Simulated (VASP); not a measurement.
Input of a VASP 6.6.1 run:

File INCAR:

```
SYSTEM = Se
ALGO = Normal ; EDIFF = 1E-7
ENCUT = 520 ; GGA = PS
ISIF = 2 ; ISMEAR = -1
LASPH = .True. ; LCHARG = .False.
LREAL = .False. ; LWAVE = .False.
NBANDS = 9 ; NELM = 80
PREC = Accurate ; SIGMA = 0.1
```

Contents of KPOINTS:

```
k-points
0
Gamma
  13 13 13
  0 0 0
```

POSCAR

```
Se
1.0
    2.7485257028      0.0000000000      0.0000000000
    0.0000000000      2.7485257028      0.0000000000
    0.0000000000      0.0000000000      2.7485257028
Se
1
Direct
    0.0000000000      0.0000000000      0.0000000000
```

Potentials or basis: VASP PAW PBE potentials, release 64 (Se).

The run is started by

```sh
$ cat potpaw_PBE.64/Se/POTCAR > POTCAR
$ mpirun -np 1 vasp_std > vasp.out
```

**Question.** Predict the band gap on the k mesh.

**Answer.** Zero (band 3 reaches 8.78 eV, above the bottom of band 4 at 2.05 eV).

**Question.** What does it give for the pressure?

**Answer.** 3.8 GPa.

Caveat: the PAW data sets were made with another functional, which shifts forces and pressure a little.
